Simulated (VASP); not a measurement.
Input of a VASP 6.6.1 run:

Contents of INCAR:

```
SYSTEM = CdAu2
ALGO = Normal ; EDIFF = 1E-6
EDIFFG = -0.04 ; ENCUT = 600
GGA = PE ; IBRION = 2
ISIF = 3 ; ISMEAR = 0
LASPH = .True. ; LCHARG = .False.
LREAL = .False. ; LWAVE = .False.
NELM = 80 ; NSW = 90
PREC = Accurate ; SIGMA = 0.1
```

KPOINTS

```
k-points
0
Gamma
  6 6 6
  0 0 0
```

The input POSCAR:

```
CdAu2
1.0
    4.7211275545      0.0000000000      0.0000000000
   -2.3605637773      4.0886163967      0.0000000000
    0.0000000000      0.0000000000      3.0414692362
Cd Au
1 2
Direct
    0.0000000000      0.0000000000      0.0000000000
    0.3333333333      0.6666666667      0.5000000000
    0.6666666667      0.3333333333      0.5000000000
```

Potentials or basis: VASP PAW PBE potentials, release 64 (Cd, Au).

Run with:

```bash
$ cat potpaw_PBE.64/Cd/POTCAR potpaw_PBE.64/Au/POTCAR > POTCAR
$ mpirun -np 1 vasp_std > vasp.out
```

Question: What does it give for the space group after relaxing (to 0.1 Å)?

Answer: P6/mmm (No. 191).

Question: Estimate the relaxed volume.

Answer: 19.45 Å³/atom.

Final structure:
```cif
data_structure
_symmetry_space_group_name_H-M 'P 1'
_symmetry_Int_Tables_number 1
_cell_length_a 4.7576
_cell_length_b 4.7576
_cell_length_c 2.9771
_cell_angle_alpha 90.000
_cell_angle_beta 90.000
_cell_angle_gamma 120.000
_cell_volume 58.36
loop_
_atom_site_label
_atom_site_type_symbol
_atom_site_fract_x
_atom_site_fract_y
_atom_site_fract_z
_atom_site_occupancy
Cd1 Cd 0.00000 0.00000 0.00000 1
Au1 Au 0.33333 0.66667 0.50000 1
Au2 Au 0.66667 0.33333 0.50000 1
```
